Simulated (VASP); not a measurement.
A run of VASP 6.6.1 is set up as follows.

The input INCAR:

```
SYSTEM = HW18Se36
PREC = Accurate
ENCUT = 520
EDIFF = 1E-6
ISMEAR = -1
SIGMA = 0.01
LREAL = Auto
LASPH = .TRUE.
NELM = 100
ALGO = Normal
ISIF = 2
LWAVE = .FALSE.
LCHARG = .FALSE.
GGA = PE
NBANDS = 268
NELECT = 468.0
```

Contents of KPOINTS:

```
Automatic mesh
0
Gamma
  1 1 1
  0.25 0.25 0.25
```

Contents of POSCAR:

```
HW18Se36
1.0
    9.7497821400      0.0000000800      0.0000000000
   -4.8748911500      8.4435589800      0.0000000000
    0.0000000000      0.0000000000     12.8261208300
W Se H
18 36 1
Direct
    0.2243974030      0.1123296449      0.7488130766
    0.1143528294      0.2205108054      0.2481302837
    0.2241781040      0.4456652688      0.7486013213
    0.1135316394      0.5559688755      0.2483570085
    0.2243000387      0.7790628333      0.7487987309
    0.1142796945      0.8888543337      0.2480931719
    0.5577338510      0.1124877504      0.7488151817
    0.4466472961      0.2211556725      0.2477935490
    0.5577033778      0.4456664499      0.7485946162
    0.4468951953      0.5561557603      0.2505126096
    0.5576729002      0.7791528396      0.7485819857
    0.4471440000      0.8894981349      0.2483726017
    0.8909457962      0.1124140817      0.7488731883
    0.7810273668      0.2220756605      0.2477833354
    0.8908713777      0.4456150466      0.7487856326
    0.7819233688      0.5564186794      0.2478080506
    0.8909890288      0.7789287603      0.7488091783
    0.7826070013      0.8887734373      0.2481364430
    0.1137996155      0.2230422024      0.8813574385
    0.2250011165      0.1104311564      0.3813325217
    0.1136176653      0.2226227110      0.6163236808
    0.2249236298      0.1112901543      0.1145931041
    0.1137167289      0.5561833585      0.8813415334
    0.2086146647      0.4354853199      0.3843753747
    0.1135171660      0.5564494785      0.6162425962
    0.2252350722      0.4450837604      0.1165328956
    0.1137247919      0.8895507225      0.8813989943
    0.2244725371      0.7785335541      0.3813665149
    0.1137874788      0.8896658398      0.6161853693
    0.2250906342      0.7781083779      0.1152526956
    0.4471893548      0.2231261686      0.8813620384
    0.5585122446      0.1128968196      0.3809258516
    0.4471205759      0.2228803007      0.6161429558
    0.5583351004      0.1113716334      0.1150318962
    0.4469929626      0.5562885242      0.8810707579
    0.5611378297      0.4418181911      0.3806709811
    0.4471070511      0.5563181326      0.6160211731
    0.5575408906      0.4456707135      0.1163695571
    0.4471058851      0.8895630364      0.8813462893
    0.5674750413      0.7942647136      0.3843689815
    0.4470115840      0.8899490111      0.6162504708
    0.5581554387      0.7779457656      0.1165619769
    0.7803705843      0.2229430673      0.8814764144
    0.8913526947      0.1116832287      0.3817899476
    0.7804494630      0.2229783604      0.6161958167
    0.8919232031      0.1112955960      0.1150209030
    0.7802463491      0.5561414267      0.8813749028
    0.8901120967      0.4445014167      0.3809312313
    0.7805618726      0.5563271304      0.6161270508
    0.8917889856      0.4448303065      0.1150148217
    0.7802086376      0.8894601146      0.8813236013
    0.8925549500      0.7779708704      0.3813251929
    0.7808509049      0.8898451418      0.6163066062
    0.8919265796      0.7782870877      0.1146001211
    0.4243759450      0.5788627731      0.3891123486
```

Potentials or basis: VASP PAW PBE potentials, release 64 (W_sv, Se, H).

Launch:

```sh
$ cat potpaw_PBE.64/W_sv/POTCAR potpaw_PBE.64/Se/POTCAR potpaw_PBE.64/H/POTCAR > POTCAR
$ mpirun -np 1 vasp_std > vasp.out
```

Task: Predict the largest force.

Result: 0.203 eV/Å.

Forces on the atoms (eV/Å):
```
W    0.141 -0.078  0.000
W   -0.145  0.083  0.016
W    0.140 -0.076 -0.001
W   -0.129  0.051  0.025
W    0.142 -0.082  0.001
W   -0.110  0.060  0.001
W    0.145 -0.081 -0.002
W   -0.124  0.082 -0.004
W    0.141 -0.077 -0.001
W   -0.176  0.102 -0.006
W    0.138 -0.077  0.000
W   -0.116  0.093  0.022
W    0.138 -0.080 -0.003
W   -0.135  0.078  0.010
W    0.142 -0.080  0.005
W   -0.132  0.071 -0.011
W    0.145 -0.080 -0.002
W   -0.140  0.079  0.016
Se  -0.069  0.042  0.044
Se   0.057 -0.033  0.048
Se  -0.075  0.039 -0.045
Se   0.069 -0.048 -0.051
Se  -0.066  0.038  0.042
Se   0.077  0.055 -0.006
Se  -0.070  0.037 -0.040
Se   0.056 -0.039 -0.033
Se  -0.069  0.037  0.040
Se   0.069 -0.033  0.054
Se  -0.071  0.034 -0.051
Se   0.064 -0.043 -0.060
Se  -0.066  0.039  0.048
Se   0.075 -0.044  0.064
Se  -0.069  0.039 -0.048
Se   0.059 -0.023 -0.057
Se  -0.067  0.048  0.050
Se   0.104 -0.055  0.064
Se  -0.074  0.043 -0.040
Se   0.067 -0.041 -0.033
Se  -0.067  0.042  0.045
Se   0.000 -0.066 -0.007
Se  -0.067  0.034 -0.043
Se   0.060 -0.042 -0.040
Se  -0.066  0.040  0.045
Se   0.069 -0.039 -0.045
Se  -0.071  0.039 -0.041
Se   0.055 -0.036 -0.028
Se  -0.075  0.036  0.042
Se   0.070 -0.038  0.068
Se  -0.069  0.034 -0.043
Se   0.045 -0.040 -0.048
Se  -0.066  0.042  0.049
Se   0.066 -0.021  0.051
Se  -0.078  0.034 -0.040
Se   0.056 -0.051 -0.048
H    0.073 -0.048  0.027
```

Caveat: the k points lie up to 0.74 Å⁻¹ apart; the cell carries a net charge on a neutralising background, which shifts energy and pressure.
